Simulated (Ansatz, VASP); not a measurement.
## Ge: VASP beside Ansatz

The input INCAR:

```
SYSTEM = Ge
PREC = Accurate
ENCUT = 600
EDIFF = 1E-7
ISMEAR = 0
SIGMA = 0.1
LREAL = .FALSE.
LASPH = .TRUE.
NELM = 100
ALGO = Normal
ISIF = 3
LWAVE = .FALSE.
LCHARG = .FALSE.
GGA = PE
IBRION = 2
NSW = 90
EDIFFG = -0.04
```

The input KPOINTS:

```
regular mesh
0
G
  4 4 4
  0 0 0
```

Contents of POSCAR:

```
Ge
1.0
    2.2054111200     -3.8733082700      0.0000000000
    2.2054111200      3.8733082700      0.0000000000
    0.0000000000      0.0000000000      4.1764507600
Ge
4
Direct
    0.7500000000      0.2500000000      0.3554073800
    0.2500000000      0.7500000000      0.6445926200
    0.0000000000      0.0000000000      0.0000000000
    0.5000000000      0.5000000000      0.0000000000
```

Input for Ansatz:

```yaml
crystal:
  lattice:
    - [2.20541112, -3.87330827, 0.0]
    - [2.20541112, 3.87330827, 0.0]
    - [0.0, 0.0, 4.17645076]
  atoms:
    - { symbol: Ge, position: [0.75, 0.25, 0.35540738] }
    - { symbol: Ge, position: [0.25, 0.75, 0.64459262] }
    - { symbol: Ge, position: [0.0, 0.0, 0.0] }
    - { symbol: Ge, position: [0.5, 0.5, 0.0] }
basis:
  ecutwfc: 420
kpoints:
  mp_grid: { grid: [4, 4, 4] }
hamiltonian:
  xc: pbe
scf:
  occupations: { method: gaussian, width: 0.1 }
  lower_state_search: "off"
output:
  forces: true
  stress: true
  eigenvalues: true
relax:
  adjacent_minimum: "off"
  f_tol: 0.04
  max_steps: 70
  cell: { stress_tol: 0.4 }
```

Alike in both runs: task relaxation of cell and atoms; functional PBE; k mesh 4 × 4 × 4; occupations gaussian, width 0.1 eV; no spin polarisation.

|  | VASP | Ansatz |
| --- | --- | --- |
| version | VASP 6.6.1 | Ansatz 0.2.0 |
| potentials or method | VASP PAW PBE potentials, release 64 (Ge_d), cutoff 600 eV | scalar-relativistic, plane waves, PAW |
| valence electrons in the cell | 56 | 56 |

```csv
,VASP,Ansatz,Ansatz less VASP
"gap on the k mesh at the Fermi level, each at its own relaxed structure (eV)",none,none,-
relaxed volume (Å³/atom),19.98,20.15,+0.167
relaxed cell length with the largest relative difference (Å),3.806,3.994,+0.1883
```

A gap of «none» marks a metal or a gap that the smearing closes.

The k mesh is coarse, so the values compare programs but aren't converged.
